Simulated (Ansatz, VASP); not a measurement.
# NiO in VASP and in Ansatz

The input INCAR:

```
SYSTEM = NiO
PREC = Accurate ; ENCUT = 700
EDIFF = 1E-6 ; ISMEAR = 0
SIGMA = 0.1 ; LREAL = .FALSE.
LASPH = .TRUE. ; NELM = 120
ALGO = Normal ; ISIF = 2
LWAVE = .FALSE. ; LCHARG = .TRUE.
GGA = PE ; LELF = .TRUE.
LVHAR = .TRUE. ; NBANDS = 32
GGA_COMPAT = .FALSE.
```

The input KPOINTS:

```
Automatic mesh
0
G
  6 6 4
  0 0 0
```

File POSCAR:

```
NiO
1.0
    3.4253685993      0.0000000000      0.0000000000
    0.0000000000      2.6459063291      0.0000000000
   -0.0533217743      0.0000000000      5.0038205324
Ni O
2 2
Direct
    0.0000000000      0.0000000000      0.0000000000
    0.0000000000      0.0000000000      0.5000000000
    0.8295059745      0.5000000000      0.2488150590
    0.1704940255      0.5000000000      0.7511849410
```

Input for Ansatz:

```yaml
crystal:
  lattice:
    - [3.4253685993, 0.0, 0.0]
    - [0.0, 2.6459063291, 0.0]
    - [-0.0533217743, 0.0, 5.0038205324]
  atoms:
    - { symbol: Ni, position: [0.0, 0.0, 0.0] }
    - { symbol: Ni, position: [0.0, 0.0, 0.5] }
    - { symbol: O, position: [0.8295059745, 0.5, 0.248815059] }
    - { symbol: O, position: [0.1704940255, 0.5, 0.751184941] }
basis:
  ecutwfc: 420
kpoints:
  mp_grid: { grid: [6, 6, 4] }
hamiltonian:
  xc: pbe
scf:
  occupations: { method: gaussian, width: 0.1 }
  lower_state_search: "off"
output:
  forces: true
  stress: true
  eigenvalues: true
```

Change from the starting cell: the structure that the rattled cell fell into.

Alike in both runs: task single point; functional PBE; k mesh 6 × 6 × 4; occupations gaussian, width 0.1 eV; no spin polarisation.

|  | VASP | Ansatz |
| --- | --- | --- |
| version | VASP 6.6.1 | Ansatz 0.2.0 |
| potentials or method | VASP PAW PBE potentials, release 64 (Ni_sv_GW, O), cutoff 700 eV | scalar-relativistic, plane waves, PAW |
| valence electrons in the cell | 48 | 48 |

|  | VASP | Ansatz | Ansatz less VASP |
| --- | --- | --- | --- |
| gap on the k mesh at the Fermi level (eV) | none | none | - |
| pressure (GPa) | -0.2 | 0.2 | +0.42 |
| traceless stress, the component that is largest in VASP (GPa) | -0.61 | -0.77 | -0.162 |
| rms of the force components (eV/Å) | 0.025 | 0.017 | -0.0075 |

Atom by atom the forces differ by 0.008 eV/Å (rms over components). A gap of «none» marks a metal or a gap that the smearing closes.

The k mesh is coarse, so the values compare programs but aren't converged.
